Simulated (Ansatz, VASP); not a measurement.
**YNb in VASP and in Ansatz**

```xyz
2
Lattice="0.0000 3.1719 3.1719 3.1719 0.0000 3.1719 3.1719 3.1719 0.0000" Properties=species:S:1:pos:R:3 pbc="T T T"
Y     0.0000    0.0000    0.0000
Nb    4.7578    4.7578    4.7578
```

Alike in both runs: functional PBE; k mesh 6 × 6 × 6; occupations gaussian, width 0.1 eV; no spin polarisation.

Ansatz relaxed the structure, and its values are those at the end. VASP's run is a single point on that final structure, the one shown.

```csv
,VASP,Ansatz
version,VASP 6.6.1,Ansatz 0.2.0
potentials or method,"VASP PAW PBE potentials, release 64 (Y_sv, Nb_sv), cutoff 520 eV","scalar-relativistic, plane waves, PAW"
valence electrons in the cell,24,24
```

|  | VASP | Ansatz | Ansatz less VASP |
| --- | --- | --- | --- |
| gap on the k mesh at the Fermi level (eV) | none | none | - |
| pressure (GPa) | 0.0 | 0.0 | +0.04 |

A gap of «none» marks a metal or a gap that the smearing closes.
